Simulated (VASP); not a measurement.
# Sb in VASP: further runs

Runs on Sb. Level: PBE. Tasks: single point.

Program: VASP 6.6.1. These are calculated values, not measurements. Logs are shortened: lines on timing, memory, paths and dates and some standing lists are left out, and cuts for length are marked.

## 1. The cell of the first run

The cell holds a slab with vacuum, 4 atoms: a = 3.389 Å, b = 3.389 Å, c = 24.301 Å, α = 90.00°, β = 90.00°, γ = 120.00°.

## 2. Single point, PBE

Contents of INCAR:

```
  PREC = Accurate
  ENCUT = 520
  EDIFF = 1E-7
  ISMEAR = -1
  SIGMA = 0.1
  LREAL = False
  LASPH = True
  NELM = 80
  ALGO = Normal
  ISIF = 2
  LWAVE = False
  LCHARG = True
  LDIPOL = True
  IDIPOL = 3
  DIPOL = 0.5 0.5 0.500
  GGA = PE
  LELF = True
  LVHAR = True
  LVACPOTAV = True
  NBANDS = 18
```

Contents of KPOINTS:

```
Automatic mesh
0
Gamma
  11 11 1
```

Contents of POSCAR:

```
Sb
1.0
    3.3888387676      0.0000000000      0.0000000000
   -1.6944193838      2.9348204621      0.0000000000
    0.0000000000      0.0000000000     24.3009000000
Sb
4
Direct
    0.0000000000      0.0000000000      0.3292053833
    0.3333333340      0.6666666660      0.4430684606
    0.6666666670      0.3333333330      0.5569315387
    0.0000000000      0.0000000000      0.6707946167
```

Potentials or basis: VASP PAW PBE potentials, release 64 (Sb).

Run with:

```
$ cat potpaw_PBE.64/Sb/POTCAR > POTCAR
$ mpirun -np 1 vasp_std > vasp.out
```

OUTCAR:

```text
PREC = Accurate
   ENCUT = 520
   EDIFF = 1E-7
   ISMEAR = -1
   LREAL = False
   LASPH = True
   NELM = 80
   ISIF = 2
   GGA = PE

 ion  position               nearest neighbor table
   1  0.000  0.000  0.329-   2 3.39   2 3.39   2 3.39
   2  0.333  0.667  0.443-   1 3.39   1 3.39   1 3.39   3 3.39   3 3.39   3 3.39
   3  0.667  0.333  0.557-   4 3.39   4 3.39   4 3.39   2 3.39   2 3.39   2 3.39
   4  0.000  0.000  0.671-   3 3.39   3 3.39   3 3.39

  LATTYP: Found a hexagonal cell.
 ALAT       =     3.3888387676
 C/A-ratio  =     7.1708634333

  Lattice vectors:

 A1 = (   3.3888387676,   0.0000000000,   0.0000000000)
 A2 = (  -1.6944193838,   2.9348204621,   0.0000000000)
 A3 = (   0.0000000000,   0.0000000000,  24.3009000000)

Analysis of symmetry for initial positions (statically):
=====================================================================
 Subroutine PRICEL returns:
 Original cell was already a primitive cell.

 Routine SETGRP: Setting up the symmetry group for a
 hexagonal supercell.

 Subroutine GETGRP returns: Found 12 space group operations
 (whereof 12 operations were pure point group operations)
 out of a pool of 24 trial point group operations.

The static configuration has the point symmetry D_3d.

Analysis of symmetry for dynamics (positions and initial velocities):
=====================================================================
 Subroutine PRICEL returns:
 Original cell was already a primitive cell.

 Routine SETGRP: Setting up the symmetry group for a
 hexagonal supercell.

 Subroutine GETGRP returns: Found 12 space group operations
 (whereof 12 operations were pure point group operations)
 out of a pool of 24 trial point group operations.

The dynamic configuration has the point symmetry D_3d.

 Subroutine INISYM returns: Found 12 space group operations
 (whereof 12 operations are pure point group operations),
 and found     1 'primitive' translations

----------------------------------------------------------------------------------------

                                     Primitive cell

  volume of cell :     241.6878

  direct lattice vectors                    reciprocal lattice vectors
     3.388838768  0.000000000  0.000000000     0.295086332  0.170368173  0.000000000
    -1.694419384  2.934820462  0.000000000     0.000000000  0.340736346  0.000000000
     0.000000000  0.000000000 24.300900000     0.000000000  0.000000000  0.041150739

  length of vectors
     3.388838768  3.388838768 24.300900000     0.340736346  0.340736346  0.041150739

  position of ions in fractional coordinates (direct lattice)
     0.000000000  0.000000000  0.329205383
     0.333333334  0.666666666  0.443068461
     0.666666667  0.333333333  0.556931539
     0.000000000  0.000000000  0.670794617

  ion indices of the primitive-cell ions
   primitive index   ion index
                 1           1
                 2           2
                 3           3
                 4           4

----------------------------------------------------------------------------------------

 KPOINTS: Automatic mesh

Automatic generation of k-mesh.
 Grid dimensions read from file:
 generate k-points for:   11   11    1

 Generating k-lattice:

  Cartesian coordinates                     Fractional coordinates (reciprocal lattice)
     0.026826030  0.015488016  0.000000000     0.090909091  0.000000000  0.000000000
     0.000000000  0.030976031  0.000000000     0.000000000  0.090909091  0.000000000
     0.000000000  0.000000000  0.041150739     0.000000000  0.000000000  1.000000000

  Length of vectors
     0.030976031  0.030976031  0.041150739

  Shift w.r.t. Gamma in fractional coordinates (k-lattice)
     0.000000000  0.000000000  0.000000000

 Subroutine IBZKPT returns following result:
 ===========================================

 Found     16 irreducible k-points:

 Following reciprocal coordinates:
            Coordinates               Weight
  0.000000  0.000000  0.000000      1.000000
  0.090909  0.000000  0.000000      6.000000
  0.181818  0.000000  0.000000      6.000000
  0.272727  0.000000  0.000000      6.000000
  0.363636 -0.000000  0.000000      6.000000
  0.454545 -0.000000  0.000000      6.000000
[... 8 lines left out ...]
  0.272727  0.272727  0.000000      6.000000
  0.363636  0.272727  0.000000      6.000000
   k-points           NKPTS =     16   k-points in BZ     NKDIM =     16   number of bands    NBANDS=     18
   number of dos      NEDOS =    301   number of ions     NIONS =      4
   total plane-waves  NPLWV = 150528
   dimension x,y,z NGX =    28 NGY =   28 NGZ =  192
   dimension x,y,z NGXF=    56 NGYF=   56 NGZF=  384
   ions per type =               4
   NGX,Y,Z   is equivalent  to a cutoff of  13.74, 13.74, 13.13 a.u.
   NGXF,Y,Z  is equivalent  to a cutoff of  27.47, 27.47, 26.27 a.u.
 SYSTEM =  unknown system
   PREC   = accura    normal or accurate (medium, high low for compatibility)
   ISTART =      0    job   : 0-new  1-cont  2-samecut
   ICHARG =      2    charge: 1-file 2-atom 10-const
   ISPIN  =      1    spin polarized calculation?
   LNONCOLLINEAR =      F non collinear calculations
   LSORBIT =      F    spin-orbit coupling
   LASPH  =      T    aspherical Exc in radial PAW
   ENCUT  =  520.0 eV  38.22 Ry    6.18 a.u.   6.30  6.30 45.18*2*pi/ulx,y,z
   NELM   =     80;   NELMIN=  2; NELMDL= -5     # of ELM steps
   EDIFF  = 0.1E-06   stopping-criterion for ELM
   LREAL  =      F    real-space projection
   EDIFFG = 0.1E-05   stopping-criterion for IOM
   NSW    =      0    number of steps for IOM
   IBRION =     -1    ionic relax: 0-MD 1-quasi-New 2-CG
   NFREE  =      0    steps in history (QN), initial steepest desc. (CG)
   ISIF   =      2    stress and relaxation
   ISYM   =      2    0-nonsym 1-usesym 2-fastsym
   POTIM  = 0.5000    time-step for ionic-motion
   TEBEG  =    0.0;   TEEND  =   0.0 temperature during run
   PSTRESS=    0.0 pullay stress
   NELECT =      20.0000    total number of electrons
   NUPDOWN=      -1.0000    fix difference up-down
   EMIN   =  10.00;   EMAX   =-10.00  energy-range for DOS
   EFERMI =   0.00;   METHOD = LEGACY
   ISMEAR =    -1;   SIGMA  =   0.10  broadening in eV -4-tet -1-fermi 0-gaus
   EFERMI_NEDOS =   21; number of points for ismear=-14 and -15
   IALGO  =     38    algorithm
   IMIX   =      4    mixing-type and parameters
     AMIX     =   0.40;   BMIX     =  1.00
     AMIX_MAG =   1.60;   BMIX_MAG =  1.00
  volume/ion in A,a.u.               =      60.42       407.75
  Fermi-wavevector in a.u.,A,eV,Ry     =   0.713400  1.348131  6.924547  0.508940
  Thomas-Fermi vector in A             =   1.801028
   LORBIT       =      0    0 simple, 1 ext, 2 COOP (PROOUT), +10 PAW based schemes
   GGA     = PE    functional components
   LHFCALC =     F    Hartree Fock is set to
   AEXX    =    0.0000 exact exchange contribution
   IVDW    =     0    specifies the selected vdW correction
   LEPSILON=     F    determine dielectric tensor
   LRPA    =     F    only Hartree local field effects (RPA)
 non-spin polarized calculation
  energy-cutoff  :      520.00
  volume of cell :      241.69
 maximum number of plane-waves:      6535
 NGX is ok and might be reduce to    28
   NGX = 13   NGY = 13   NGZ = 91

 number of electron      20.0000000 magnetization

 dipolmoment           0.000000      0.000000      0.000000 electrons x Angstroem

 Free energy of the ion-electron system (eV)
  ---------------------------------------------------
  ext. energy  EPLUGINS =         0.00000000
  ---------------------------------------------------
  free energy    TOTEN  =       -14.93706579 eV

  energy without entropy =      -14.81784737  energy(sigma->0) =      -14.87745658

 E-fermi :   1.4322     XC(G=0):  -5.2670

 val. band max:        1.4247650025   @ k =   0.0909   0.0909   0.0000
 cond. band min:       1.5030905368   @ k =   0.1818   0.0909   0.0000
 fundamental gap:      0.0783255342
 Fermi energy:         1.4321872139

 k-point     1 :       0.0000    0.0000    0.0000
  band No.  band energies     occupation
      1     -11.0838      2.00000
      2     -10.3470      2.00000
      3      -9.2884      2.00000
      4      -8.1845      2.00000
      5      -3.3873      2.00000
      6      -1.3438      2.00000
[... 10 lines left out ...]
     17       6.3903      0.00000
     18       6.4865      0.00000

 k-point     2 :       0.0909    0.0000    0.0000
  band No.  band energies     occupation
      1     -10.9419      2.00000
      2     -10.2069      2.00000
      3      -9.1523      2.00000
      4      -8.0560      2.00000
      5      -3.2451      2.00000
      6      -1.2184      2.00000
[... 10 lines left out ...]
     17       5.8992      0.00000
     18       6.4224      0.00000

 k-point     3 :       0.1818    0.0000    0.0000
  band No.  band energies     occupation
      1     -10.5191      2.00000
      2      -9.7903      2.00000
      3      -8.7497      2.00000
      4      -7.6796      2.00000
      5      -2.8278      2.00000
      6      -0.8732      2.00000
[... 10 lines left out ...]
     17       6.0092      0.00000
     18       6.1394      0.00000

 k-point     4 :       0.2727    0.0000    0.0000
  band No.  band energies     occupation
      1      -9.8264      2.00000
      2      -9.1124      2.00000
      3      -8.1051      2.00000
      4      -7.0983      2.00000
      5      -2.1916      2.00000
      6      -0.9717      2.00000
[... 207 lines left out ...]
      4      -6.1229      2.00000
      5      -3.3031      2.00000
      6      -2.4382      2.00000
[... 10 lines left out ...]
     17       6.5096      0.00000
     18       7.3067      0.00000

 k-point    15 :       0.2727    0.2727    0.0000
  band No.  band energies     occupation
      1      -7.5783      2.00000
      2      -7.0376      2.00000
      3      -6.4105      2.00000
      4      -6.0470      2.00000
      5      -2.5143      2.00000
      6      -2.4479      2.00000
[... 10 lines left out ...]
     17       6.9154      0.00000
     18       7.0325      0.00000

 k-point    16 :       0.3636    0.2727    0.0000
  band No.  band energies     occupation
      1      -6.8499      2.00000
      2      -6.6280      2.00000
      3      -6.2958      2.00000
      4      -6.1802      2.00000
      5      -2.8962      2.00000
      6      -2.2341      2.00000
[... 10 lines left out ...]
     17       6.6687      0.00000
     18       7.4143      0.00000

------------------------ aborting loop because EDIFF is reached ----------------------------------------

  FORCE on cell =-STRESS in cart. coord.  units (eV):
  Direction    XX          YY          ZZ          XY          YZ          ZX
  --------------------------------------------------------------------------------------
  -------------------------------------------------------------------------------------
  Total       -1.8721500     -1.8721500     -0.9421596      0.0000000      0.0000000      0.0000000
  in kB      -12.4107044    -12.4107044     -6.2456878      0.0000000      0.0000000      0.0000000
  external PRESSURE =     -10.3556989 kB  Pullay stress =       0.0000000 kB

 VOLUME and BASIS-vectors are now :
 -----------------------------------------------------------------------------
  energy-cutoff  :      520.00
  volume of cell :      241.69
      direct lattice vectors                 reciprocal lattice vectors
     3.388838768  0.000000000  0.000000000     0.295086332  0.170368173  0.000000000
    -1.694419384  2.934820462  0.000000000     0.000000000  0.340736346  0.000000000
     0.000000000  0.000000000 24.300900000     0.000000000  0.000000000  0.041150739

 POSITION                                       TOTAL-FORCE (eV/Angst)
 -----------------------------------------------------------------------------------
      0.00000      0.00000      7.99999        -0.000000     -0.000000      0.253104
      0.00000      1.95655     10.76696         0.000000     -0.000000     -0.420996
      1.69442      0.97827     13.53394        -0.000000      0.000000      0.420996
      0.00000      0.00000     16.30091        -0.000000     -0.000000     -0.253104
 -----------------------------------------------------------------------------------
    total drift:                               -0.000001      0.000000      0.000006

  FREE ENERGIE OF THE ION-ELECTRON SYSTEM (eV)
  ---------------------------------------------------
  free  energy   TOTEN  =       -14.9370657949 eV

  energy  without entropy=      -14.8178473673  energy(sigma->0) =      -14.87745658

 vacuum level on the upper side and lower side of the slab         5.704         5.704
```

Wall time 88 s (1 thread of Intel Xeon Platinum 8488C (Sapphire Rapids), shared host); peak memory 0.38 GiB.

Results:

```
Free energy            : -14.9371 eV
Largest force          : 0.421 eV/Å
Band gap on the k mesh : zero (band 10 reaches 5.11 eV, above the bottom of band 11 at -0.66 eV)
```

Forces in eV/Å, atoms in the order of the input:
```
Sb   0.000  0.000  0.253
Sb   0.000  0.000 -0.421
Sb   0.000  0.000  0.421
Sb   0.000  0.000 -0.253
```

Caveat: spin-orbit coupling is left out, which moves the levels of the heavy elements.

## 3. Single point, PBE

Contents of INCAR:

```
SYSTEM = Sb
ALGO = Normal ; DIPOL = 0.5 0.5 0.500
EDIFF = 1E-6 ; ENCUT = 520
GGA = PE ; IDIPOL = 3
ISIF = 2 ; ISMEAR = -1
LASPH = .True. ; LCHARG = .False.
LDIPOL = .True. ; LREAL = .False.
LWAVE = .False. ; NBANDS = 18
NELM = 60 ; PREC = Accurate
SIGMA = 0.1
```

Contents of KPOINTS:

```
k-points
0
Gamma
  11 11 1
  0 0 0
```

POSCAR is that of step 2.

Potentials or basis: VASP PAW PBE potentials, release 64 (Sb).

Run with:

```
$ cat potpaw_PBE.64/Sb/POTCAR > POTCAR
$ mpirun -np 1 vasp_std > vasp.out
```

OUTCAR:

```text
SYSTEM = Sb
   EDIFF = 1E-6
   ENCUT = 520
   GGA = PE
   ISIF = 2
   ISMEAR = -1
   LASPH = .True.
   LREAL = .False.
   NELM = 60
   PREC = Accurate

 ion  position               nearest neighbor table
   1  0.000  0.000  0.329-   2 3.39   2 3.39   2 3.39
   2  0.333  0.667  0.443-   1 3.39   1 3.39   1 3.39   3 3.39   3 3.39   3 3.39
   3  0.667  0.333  0.557-   4 3.39   4 3.39   4 3.39   2 3.39   2 3.39   2 3.39
   4  0.000  0.000  0.671-   3 3.39   3 3.39   3 3.39

  LATTYP: Found a hexagonal cell.
 ALAT       =     3.3888387676
[... 529 lines left out ...]
  -------------------------------------------------------------------------------------
  Total       -1.8723630     -1.8723630     -0.9423725     -0.0000000      0.0000000      0.0000000
  in kB      -12.4121163    -12.4121163     -6.2470992     -0.0000000      0.0000000      0.0000000
  external PRESSURE =     -10.3571106 kB  Pullay stress =       0.0000000 kB

 VOLUME and BASIS-vectors are now :
 -----------------------------------------------------------------------------
  energy-cutoff  :      520.00
  volume of cell :      241.69
      direct lattice vectors                 reciprocal lattice vectors
     3.388838768  0.000000000  0.000000000     0.295086332  0.170368173  0.000000000
    -1.694419384  2.934820462  0.000000000     0.000000000  0.340736346  0.000000000
     0.000000000  0.000000000 24.300900000     0.000000000  0.000000000  0.041150739

 POSITION                                       TOTAL-FORCE (eV/Angst)
 -----------------------------------------------------------------------------------
      0.00000      0.00000      7.99999         0.000000     -0.000000      0.253095
      0.00000      1.95655     10.76696        -0.000000      0.000000     -0.420992
      1.69442      0.97827     13.53394         0.000000     -0.000000      0.420992
      0.00000      0.00000     16.30091         0.000000     -0.000000     -0.253095
 -----------------------------------------------------------------------------------
    total drift:                               -0.000001      0.000000      0.000006

  FREE ENERGIE OF THE ION-ELECTRON SYSTEM (eV)
  ---------------------------------------------------
  free  energy   TOTEN  =       -14.9370655277 eV

  energy  without entropy=      -14.8178475960  energy(sigma->0) =      -14.87745656

 vacuum level on the upper side and lower side of the slab         5.596         5.596
```

stdout:

```text
POSCAR found type information on POSCAR Sb
 POSCAR found :  1 types and       4 ions
 scaLAPACK will be used
 LDA part: xc-table for (Slater+PW92), standard interpolation
 POSCAR, INCAR and KPOINTS ok, starting setup
 FFT: planning ... GRIDC
 FFT: planning ... GRID_SOFT
 FFT: planning ... GRID
 WAVECAR not read
 entering main loop
```

It took 74 s on 1 thread of Intel Xeon Platinum 8488C (Sapphire Rapids), shared host; peak memory 0.37 GiB.

Results:

```yaml
Free_energy: -14.9371 eV
Largest_force: 0.421 eV/Å
Band_gap_on_the_k_mesh: zero (band 10 reaches 5.11 eV, above the bottom of band 11 at -0.66 eV)
```

Forces in eV/Å, atoms in the order of the input:
```
Sb   0.000  0.000  0.253
Sb   0.000  0.000 -0.421
Sb   0.000  0.000  0.421
Sb   0.000  0.000 -0.253
```

Caveat: spin-orbit coupling is left out, which moves the levels of the heavy elements.
